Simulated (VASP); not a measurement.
Wanted: the native input for a VASP 6.6.1 run.

- Task: single point
- Functional: r2SCAN
- Potentials or basis: VASP PAW PBE potentials, release 64 (Hf_pv, C)
- Cutoff: 520 eV
- k mesh: 8 × 8 × 5
- Occupations: fermi-dirac, width 0.1 eV
- Spin: no spin polarisation
- Dipole correction: no
- Further INCAR settings: ALGO = Normal; EDIFF = 1e-06; NBANDS = 22

HfC:

```
Hf C
1.0
     3.45077    0.00000    0.00000
    -1.72539    2.98846    0.00000
     0.00000    0.00000    5.37066
Hf C
2 2
Direct
  0.66667 0.33333 0.75000
  0.33333 0.66667 0.25000
  0.00000 0.00000 0.00000
  0.00000 0.00000 0.50000
```

These files were run (other wordings do the same):

POSCAR

```
HfC
1.0
    3.4507741004      0.0000000000      0.0000000000
   -1.7253870502      2.9884581602      0.0000000000
    0.0000000000      0.0000000000      5.3706582086
Hf C
2 2
Direct
    0.6666666667      0.3333333333      0.7500000000
    0.3333333333      0.6666666667      0.2500000000
    0.0000000000      0.0000000000      0.0000000000
    0.0000000000      0.0000000000      0.5000000000
```

INCAR.step1

```
  ALGO = Normal
  EDIFF = 1E-4
  ENCUT = 520
  GGA = PE
  ISMEAR = -1
  LASPH = T
  LCHARG = F
  LREAL = F
  LWAVE = T
  NBANDS = 22
  NELM = 100
  PREC = Accurate
  SIGMA = 0.1
```

INCAR.step2

```
  ALGO = Normal
  EDIFF = 1E-6
  ENCUT = 520
  ISIF = 2
  ISMEAR = -1
  ISTART = 1
  LASPH = T
  LCHARG = F
  LMIXTAU = T
  LREAL = F
  LWAVE = F
  METAGGA = R2SCAN
  NBANDS = 22
  NELM = 100
  PREC = Accurate
  SIGMA = 0.1
```

KPOINTS

```
k-points
0
Gamma
  8 8 5
```

Potentials or basis: VASP PAW PBE potentials, release 64 (Hf_pv, C).

Command:

```sh
$ cat potpaw_PBE.64/Hf_pv/POTCAR potpaw_PBE.64/C/POTCAR > POTCAR
$ cp INCAR.step1 INCAR
$ mpirun -np 1 vasp_std > vasp.out
$ cp INCAR.step2 INCAR
$ mpirun -np 1 vasp_std > vasp.out
```

It gave:

```yaml
Pressure: -22.1 GPa
Band_gap_on_the_k_mesh: zero (bands 14 and 15 overlap by 1.25 eV)
```

Caveat: the cell stands under tension; the PAW data sets were made with another functional, which shifts forces and pressure a little; spin-orbit coupling is left out, which moves the levels of the heavy elements.

It took 4.6 min on 1 thread of Intel Xeon 8259CL, with other jobs on the host, peak memory 0.2 GiB.
